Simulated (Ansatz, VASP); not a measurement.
## Two plane-wave programs on MgZr2N

```
Mg Zr N
1.0
     3.26883    0.00000    0.00000
    -1.63441    2.83089    0.00000
     0.00000    0.00000   10.09077
Mg Zr N
1 2 1
Direct
  0.00000 0.00000 0.50000
  0.00000 0.00000 0.81313
  0.00000 0.00000 0.18687
  0.00000 0.00000 0.00000
```

Alike in both runs: functional PBE; k mesh 6 × 6 × 2; occupations gaussian, width 0.1 eV; no spin polarisation.

Ansatz relaxed the structure, and its values are those at the end. VASP's run is a single point on that final structure, the one shown.

```csv
,VASP,Ansatz
version,VASP 6.6.1,Ansatz 0.2.0
potentials or method,"VASP PAW PBE potentials, release 64 (Mg, Zr_sv, N), cutoff 520 eV","scalar-relativistic, plane waves, PAW"
valence electrons in the cell,31,39
```

```tsv
	VASP	Ansatz	Ansatz less VASP
gap on the k mesh at the Fermi level (eV)	none	none	-
pressure (GPa)	0.1	0.0	-0.09
rms of the force components (eV/Å)	0.033	0.002	-0.0309
```

A gap of «none» marks a metal or a gap that the smearing closes. The functional is the same, so the differences come from potentials, cutoffs and numerics. VASP's potentials hold 31 valence electrons a cell and Ansatz's 39, so a difference there can come from the potentials and not from the codes.

The k mesh is coarse, so the values compare programs but aren't converged.
